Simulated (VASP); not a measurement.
# MnPt2 (P-3m1) in VASP: settings compared, part 2 of 2

VASP 6.6.1. Earlier steps stand in the parts before.

### 4 Single point, PBE

Input file INCAR:

```
PREC = Accurate
ENCUT = 520
EDIFF = 1E-6
ISMEAR = -1
SIGMA = 0.05
LREAL = F
LASPH = T
NELM = 100
ALGO = Normal
ISIF = 2
LWAVE = F
LCHARG = F
GGA = PE
NBANDS = 24
```

Input file KPOINTS:

```
regular mesh
0
Gamma
  11 11 4
```

Input file POSCAR:

```
MnPt2
1.0
    2.8584044518      0.0000000000      0.0000000000
   -1.4292022259      2.4754508696      0.0000000000
    0.0000000000      0.0000000000      6.5325040000
Pt Mn
2 1
Direct
    0.6666666667      0.3333333333      0.3162060000
    0.3333333333      0.6666666667      0.6837940000
    0.0000000000      0.0000000000      0.0000000000
```

Potentials or basis: VASP PAW PBE potentials, release 64 (Pt, Mn_pv).

The run is started by

```console
$ cat potpaw_PBE.64/Pt/POTCAR potpaw_PBE.64/Mn_pv/POTCAR > POTCAR
$ mpirun -np 1 vasp_std > vasp.out
```

OUTCAR:

```text
PREC = Accurate
   ENCUT = 520
   EDIFF = 1E-6
   ISMEAR = -1
   LREAL = F
   LASPH = T
   NELM = 100
   ISIF = 2
   GGA = PE

 ion  position               nearest neighbor table
   1  0.667  0.333  0.316-   3 2.64   3 2.64   3 2.64   2 2.91   2 2.91   2 2.91
   2  0.333  0.667  0.684-   3 2.64   3 2.64   3 2.64   1 2.91   1 2.91   1 2.91
   3  0.000  0.000  0.000-   1 2.64   2 2.64   1 2.64   2 2.64   1 2.64   2 2.64

  LATTYP: Found a hexagonal cell.
 ALAT       =     2.8584044518
 C/A-ratio  =     2.2853672775

  Lattice vectors:

 A1 = (   2.8584044518,   0.0000000000,   0.0000000000)
 A2 = (  -1.4292022259,   2.4754508696,   0.0000000000)
 A3 = (   0.0000000000,   0.0000000000,   6.5325040000)

Analysis of symmetry for initial positions (statically):
=====================================================================
 Subroutine PRICEL returns:
 Original cell was already a primitive cell.

 Routine SETGRP: Setting up the symmetry group for a
 hexagonal supercell.

 Subroutine GETGRP returns: Found 12 space group operations
 (whereof 12 operations were pure point group operations)
 out of a pool of 24 trial point group operations.

The static configuration has the point symmetry D_3d.

Analysis of symmetry for dynamics (positions and initial velocities):
=====================================================================
 Subroutine PRICEL returns:
 Original cell was already a primitive cell.

 Routine SETGRP: Setting up the symmetry group for a
 hexagonal supercell.

 Subroutine GETGRP returns: Found 12 space group operations
 (whereof 12 operations were pure point group operations)
 out of a pool of 24 trial point group operations.

The dynamic configuration has the point symmetry D_3d.

 Subroutine INISYM returns: Found 12 space group operations
 (whereof 12 operations are pure point group operations),
 and found     1 'primitive' translations

----------------------------------------------------------------------------------------

[... 108 lines left out ...]
   EFERMI =   0.00;   METHOD = LEGACY
   ISMEAR =    -1;   SIGMA  =   0.05  broadening in eV -4-tet -1-fermi 0-gaus
   EFERMI_NEDOS =   21; number of points for ismear=-14 and -15
   IALGO  =     38    algorithm
   IMIX   =      4    mixing-type and parameters
     AMIX     =   0.40;   BMIX     =  1.00
     AMIX_MAG =   1.60;   BMIX_MAG =  1.00
  volume/ion in A,a.u.               =      15.41       103.98
  Fermi-wavevector in a.u.,A,eV,Ry     =   1.463166  2.764983 29.128095  2.140855
  Thomas-Fermi vector in A             =   2.579293
   LORBIT       =      0    0 simple, 1 ext, 2 COOP (PROOUT), +10 PAW based schemes
   GGA     = PE    functional components
[... 5 lines left out ...]
 non-spin polarized calculation
  energy-cutoff  :      520.00
  volume of cell :       46.22
 maximum number of plane-waves:      1260
 NGX is ok and might be reduce to    24
   NGX = 11   NGY = 11   NGZ = 25

 number of electron      32.9999988 magnetization

 Free energy of the ion-electron system (eV)
  ---------------------------------------------------
  ext. energy  EPLUGINS =         0.00000000
  ---------------------------------------------------
  free energy    TOTEN  =       -20.92960644 eV

  energy without entropy =      -20.88607849  energy(sigma->0) =      -20.90784246

 E-fermi :   9.3711     XC(G=0): -12.9017

 val. band max:        9.3710489828   @ k =   0.4545   0.0000   0.2500
 cond. band min:       9.3795282661   @ k =   0.2727   0.0909   0.2500
 fundamental gap:      0.0084792833
 Fermi energy:         9.3710612612

 k-point     1 :       0.0000    0.0000    0.0000
  band No.  band energies     occupation
      1     -38.8219      2.00000
      2     -38.6080      2.00000
      3     -38.6080      2.00000
      4       0.2737      2.00000
      5       2.4316      2.00000
      6       4.1168      2.00000
[... 637 lines left out ...]
     23      18.0882      0.00000
     24      20.2625      0.00000

 [... further k-points ...]

------------------------ aborting loop because EDIFF is reached ----------------------------------------

  FORCE on cell =-STRESS in cart. coord.  units (eV):
  Direction    XX          YY          ZZ          XY          YZ          ZX
  --------------------------------------------------------------------------------------
  -------------------------------------------------------------------------------------
  Total       -6.1549125     -6.1549125     -2.6474989     -0.0000000      0.0000000     -0.0000000
  in kB     -213.3412289   -213.3412289    -91.7674572     -0.0000000      0.0000000     -0.0000000
  external PRESSURE =    -172.8166383 kB  Pullay stress =       0.0000000 kB

 VOLUME and BASIS-vectors are now :
 -----------------------------------------------------------------------------
  energy-cutoff  :      520.00
  volume of cell :       46.22
      direct lattice vectors                 reciprocal lattice vectors
     2.858404452  0.000000000  0.000000000     0.349845523  0.201983407  0.000000000
    -1.429202226  2.475450870  0.000000000     0.000000000  0.403966814  0.000000000
     0.000000000  0.000000000  6.532504000     0.000000000  0.000000000  0.153080656

 POSITION                                       TOTAL-FORCE (eV/Angst)
 -----------------------------------------------------------------------------------
      1.42920      0.82515      2.06562        -0.000000     -0.000000     -0.349074
     -0.00000      1.65030      4.46689         0.000000      0.000000      0.349074
      0.00000      0.00000      0.00000        -0.000000      0.000000     -0.000000
 -----------------------------------------------------------------------------------
    total drift:                                0.000000     -0.000000     -0.000000

  FREE ENERGIE OF THE ION-ELECTRON SYSTEM (eV)
  ---------------------------------------------------
  free  energy   TOTEN  =       -20.9296064357 eV

  energy  without entropy=      -20.8860784889  energy(sigma->0) =      -20.90784246
```

OSZICAR:

```text
N       E                     dE             d eps       ncg     rms          rms(c)
DAV:   1     0.269275032327E+03    0.26928E+03   -0.17396E+04  2800   0.148E+03
DAV:   2    -0.139102317179E+02   -0.28319E+03   -0.26471E+03  3016   0.383E+02
DAV:   3    -0.234858412696E+02   -0.95756E+01   -0.92612E+01  3296   0.773E+01
DAV:   4    -0.235933950073E+02   -0.10755E+00   -0.10751E+00  3200   0.807E+00
DAV:   5    -0.235954880659E+02   -0.20931E-02   -0.20930E-02  3480   0.117E+00    0.191E+01
DAV:   6    -0.326053362462E+02   -0.90098E+01   -0.30684E+01  3064   0.650E+01    0.412E+01
DAV:   7    -0.211728943118E+02    0.11432E+02   -0.17118E+01  3400   0.733E+01    0.995E+00
DAV:   8    -0.209599258928E+02    0.21297E+00   -0.12109E+00  2992   0.745E+00    0.317E+00
DAV:   9    -0.209326261134E+02    0.27300E-01   -0.48396E-02  3272   0.169E+00    0.131E+00
DAV:  10    -0.209298830993E+02    0.27430E-02   -0.34645E-03  3272   0.422E-01    0.348E-01
DAV:  11    -0.209296122939E+02    0.27081E-03   -0.89276E-04  3360   0.219E-01    0.120E-01
DAV:  12    -0.209296132590E+02   -0.96508E-06   -0.53843E-05  3088   0.670E-02    0.319E-02
DAV:  13    -0.209296071349E+02    0.61241E-05   -0.23600E-05  3304   0.407E-02    0.132E-02
DAV:  14    -0.209296064357E+02    0.69921E-06   -0.11626E-06  1928   0.103E-02
   1 F= -.20929606E+02 E0= -.20907842E+02  d E =-.435279E-01
```

stdout:

```text
POSCAR found type information on POSCAR PtMn
 POSCAR found :  2 types and       3 ions
 scaLAPACK will be used
 LDA part: xc-table for (Slater+PW92), standard interpolation
 POSCAR, INCAR and KPOINTS ok, starting setup
 FFT: planning ... GRIDC
 FFT: planning ... GRID_SOFT
 FFT: planning ... GRID
 WAVECAR not read
 entering main loop
```

Wall time 57 s (1 thread of Intel Xeon Platinum 8259CL at 2.50GHz (Skylake/Cascade Lake), shared host); peak memory 0.21 GiB.

Results:

- Free energy: -20.9296 eV
- Pressure: -17.3 GPa
- Largest force: 0.349 eV/Å
- Band gap on the k mesh: zero (an odd number of electrons rules out a gap without spin polarisation)

Forces in eV/Å, atoms in the order of the input:
```
Pt   0.000  0.000 -0.349
Pt   0.000  0.000  0.349
Mn   0.000  0.000  0.000
```

Levels at points of the mesh, in eV from the Fermi level:
| k point | band 15 | band 16 | band 17 | band 18 | band 19 | band 20 |
| --- | --- | --- | --- | --- | --- | --- |
| (0.00, 0.00, 0.00) | -1.15 | -1.15 | -0.92 | -0.33 | -0.33 | 0.33 |
| (0.00, 0.00, 0.50) | -1.82 | -1.28 | -0.34 | -0.34 | 0.51 | 0.67 |

Caveat: the cell stands under tension; spin-orbit coupling is left out, which moves the levels of the heavy elements; the run has no spin polarisation, though such a crystal can be magnetic. Spin polarisation is off, so any magnetic state and its effect on volume and gap are missing.
